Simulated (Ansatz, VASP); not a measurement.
## Rb: VASP beside Ansatz

```
CELL_PARAMETERS angstrom
-2.80600 2.80600 2.94630
2.80600 -2.80600 2.94630
2.80600 2.80600 -2.94630
ATOMIC_POSITIONS crystal
Rb 0.00000 0.00000 0.00000
```

Change from the starting cell: strain +0.000 along x and y, +0.050 along z, atoms carried along.

Alike in both runs: task single point; functional PBEsol; k mesh 12 × 12 × 12; occupations gaussian, width 0.15 eV; no spin polarisation.

```csv
,VASP,Ansatz
version,VASP 6.6.1,Ansatz 0.2.0
potentials or method,"VASP PAW PBE potentials, release 64 (Rb_sv), cutoff 520 eV","scalar-relativistic, plane waves, PAW"
valence electrons in the cell,9,9
```

|  | VASP | Ansatz | Ansatz less VASP |
| --- | --- | --- | --- |
| gap on the k mesh at the Fermi level (eV) | none | none | - |
| pressure (GPa) | -0.2 | -0.2 | 0.00 |

VASP's potentials were made for PBE, not for PBEsol. A gap of «none» marks a metal or a gap that the smearing closes.
